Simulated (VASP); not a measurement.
# Mn (Fm-3m) in VASP: notebook, part 2 of 2

VASP 6.6.1. The steps go on from the part before.

### Step 3. Relaxation of cell and atoms, PBE, collinear spin, ferromagnetic start, target pressure 95 GPa, at which the enthalpy is minimised

File INCAR:

```
ALGO     = Normal         # electronic algorithm
EDIFF    = 1E-6           # SCF threshold, eV
EDIFFG   = -0.005         # ionic threshold
ENCUT    = 600            # plane-wave cutoff, eV
GGA      = PE             # functional
IBRION   = 2              # ionic algorithm
ISIF     = 3              # what is computed and relaxed
ISMEAR   = -1             # smearing method
ISPIN    = 2              # spin polarisation
LASPH    = True           # aspherical terms in the spheres
LCHARG   = False          # write CHGCAR
LMAXMIX  = 4              # l up to which the mixer works
LORBIT   = 11             # projections on sites
LREAL    = False          # projectors in reciprocal space
LWAVE    = False          # write WAVECAR
MAGMOM   = 3              # initial moments
NELM     = 150            # most SCF steps
NSW      = 32             # ionic steps
PREC     = Accurate       # precision mode
PSTRESS  = 950.0        
SIGMA    = 0.08           # smearing width, eV
```

File KPOINTS:

```
k-points
0
Gamma
  20 20 20
```

File POSCAR:

```
Mn
1.0
    0.0000000000      1.6313546936      1.6313546936
    1.6313546936      0.0000000000      1.6313546936
    1.6313546936      1.6313546936      0.0000000000
Mn
1
Direct
    0.0000000000      0.0000000000      0.0000000000
```

Potentials or basis: VASP PAW PBE potentials, release 64 (Mn_pv).

Run with:

```sh
cat potpaw_PBE.64/Mn_pv/POTCAR > POTCAR
mpirun -np 1 vasp_std > vasp.out
```

OUTCAR:

```text
EDIFF = 1E-6
   EDIFFG = -0.005
   ENCUT = 600
   GGA = PE
   IBRION = 2
   ISIF = 3
   ISMEAR = -1
   ISPIN = 2
   LASPH = True
   LORBIT = 11
   LREAL = False
   NELM = 150
   NSW = 32
   PREC = Accurate
   PSTRESS = 950.0

 ion  position               nearest neighbor table
   1  0.000  0.000  0.000-

  LATTYP: Found a face centered cubic cell.
 ALAT       =     3.2627093872

  Lattice vectors:

 A1 = (   0.0000000000,   1.6313546936,   1.6313546936)
 A2 = (   1.6313546936,   0.0000000000,   1.6313546936)
 A3 = (   1.6313546936,   1.6313546936,   0.0000000000)

Analysis of symmetry for initial positions (statically):
=====================================================================
 Subroutine PRICEL returns:
 Original cell was already a primitive cell.

 Routine SETGRP: Setting up the symmetry group for a
 face centered cubic supercell.

 Subroutine GETGRP returns: Found 48 space group operations
 (whereof 48 operations were pure point group operations)
 out of a pool of 48 trial point group operations.

The static configuration has the point symmetry O_h .

Analysis of symmetry for dynamics (positions and initial velocities):
=====================================================================
 Subroutine PRICEL returns:
 Original cell was already a primitive cell.

 Routine SETGRP: Setting up the symmetry group for a
 face centered cubic supercell.

 Subroutine GETGRP returns: Found 48 space group operations
 (whereof 48 operations were pure point group operations)
 out of a pool of 48 trial point group operations.

The dynamic configuration has the point symmetry O_h .

[... 240 lines left out ...]
 Free energy of the ion-electron system (eV)
  ---------------------------------------------------
  ext. energy  EPLUGINS =         0.00000000
  ---------------------------------------------------
  free energy    TOTEN  =        -8.42595320 eV

  energy without entropy =       -8.40175675  energy(sigma->0) =       -8.41385497

 E-fermi :  13.8569     XC(G=0): -15.3549

 val. band max:       13.8498562482   @ k =   0.4500   0.3500   0.0500
 cond. band min:      13.8577906765   @ k =  -0.4000   0.3000   0.1500
 fundamental gap:      0.0079344283
 Fermi energy:        13.8568905667

 spin component 1

 k-point     1 :       0.0000    0.0000    0.0000
  band No.  band energies     occupation
      1     -33.6037      1.00000
      2     -33.6037      1.00000
      3     -33.6037      1.00000
      4       4.6559      1.00000
      5      12.2774      1.00000
      6      12.2774      1.00000
      7      12.2774      1.00000
      8      14.5798      0.00012
      9      14.5798      0.00012
     10      36.6083      0.00000
     11      43.9380      0.00000
     12      43.9380      0.00000
[... 333 lines left out ...]
      1     -34.8501      1.00000
      2     -33.7991      1.00000
      3     -33.7497      1.00000
      4       8.2150      1.00000
      5      12.2486      1.00000
      6      12.3702      1.00000
      7      12.7478      1.00000
      8      15.3995      0.00000
      9      16.0745      0.00000
     10      28.5240      0.00000
     11      36.1990      0.00000
     12      43.1849      0.00000

 [... further k-points ...]

 spin component 2

 k-point     1 :       0.0000    0.0000    0.0000
  band No.  band energies     occupation
      1     -33.6037      1.00000
      2     -33.6037      1.00000
      3     -33.6037      1.00000
      4       4.6559      1.00000
      5      12.2774      1.00000
      6      12.2774      1.00000
      7      12.2774      1.00000
      8      14.5798      0.00012
      9      14.5798      0.00012
     10      36.6083      0.00000
     11      43.9380      0.00000
     12      43.9380      0.00000
[... 377 lines left out ...]
  energy  without entropy=       -8.4017567514  energy(sigma->0) =       -8.41385497

  enthalpy is  TOTEN    =        -3.2737275230 eV   P V=        5.1522256737

 reached required accuracy - stopping structural energy minimisation

 total charge

# of ion       s       p       d       tot
------------------------------------------
    1        0.524   6.568   5.415  12.507

 magnetization (x)

# of ion       s       p       d       tot
------------------------------------------
    1        0.000   0.000  -0.000   0.000
```

OSZICAR:

```text
N       E                     dE             d eps       ncg     rms          rms(c)
DAV:   1     0.823444359682E+02    0.82344E+02   -0.85600E+03 12432   0.170E+03
DAV:   2    -0.727051498537E+01   -0.89615E+02   -0.85784E+02 12580   0.336E+02
[... 19 lines left out ...]
       N       E                     dE             d eps       ncg     rms          rms(c)
DAV:   1    -0.842800497695E+01    0.13024E-01   -0.20392E-02 12824   0.312E+00    0.457E-01
DAV:   2    -0.842600165261E+01    0.20033E-02   -0.41176E-03 13004   0.138E+00    0.742E-02
DAV:   3    -0.842596495473E+01    0.36698E-04   -0.44704E-05 13492   0.128E-01    0.393E-02
DAV:   4    -0.842595412004E+01    0.10835E-04   -0.25461E-05 12556   0.741E-02    0.441E-03
DAV:   5    -0.842595319670E+01    0.92334E-06   -0.50574E-07  9612   0.903E-03
   3 F= -.32737275E+01 E0= -.32616293E+01  d E =-.126760E-04  mag=    -0.0000
```

CONTCAR:

```text
Mn
   1.00000000000000
    -0.0000000000000000    1.6317387217113866    1.6317387217113863
     1.6317387217113866    0.0000000000000000    1.6317387217113863
     1.6317387217113866    1.6317387217113866   -0.0000000000000000
  Mn
     1
Direct
     0.0000000000000000    0.0000000000000000    0.0000000000000000

  0.00000000E+00  0.00000000E+00  0.00000000E+00
```

It took 1.8 min on 1 thread of Intel Xeon Platinum 8488C (Sapphire Rapids), shared host; peak memory 0.17 GiB.

Results:

* Free energy: -8.4260 eV
* Relaxed volume: 8.69 Å³/atom
* Relaxed cell: a = 2.308 Å, b = 2.308 Å, c = 2.308 Å, α = 60.00°, β = 60.00°, γ = 60.00°
* Space group after relaxing (to 0.1 Å): Fm-3m (No. 225)
* Energy change on relaxing (the run minimises the enthalpy): -3.6 meV/atom
* Ionic steps: 3
* Pressure after relaxing: 94.9 GPa
* Net moment: 0.00 μB per cell
* Valence electrons inside the program's atomic spheres: Mn 12.51

The path:
| step | energy change (eV) | largest force (eV/Å) | pressure (GPa) | volume (Å³) |
| --- | --- | --- | --- | --- |
| 1 | 0.0000 | 0.0000 | 95.47 | 8.68 |
| 2 | -0.0187 | 0.0000 | 93.36 | 8.71 |
| 3 | -0.0036 | 0.0000 | 94.93 | 8.69 |

Final structure:
```xyz
1
Lattice="0.0000 1.6317 1.6317 1.6317 0.0000 1.6317 1.6317 1.6317 0.0000" Properties=species:S:1:pos:R:3 pbc="T T T"
Mn    0.0000    0.0000    0.0000
```

Caveat: the cell is relaxed towards a set pressure, so the run minimises the enthalpy, not the energy; the moments typed at the start vanished in this run.
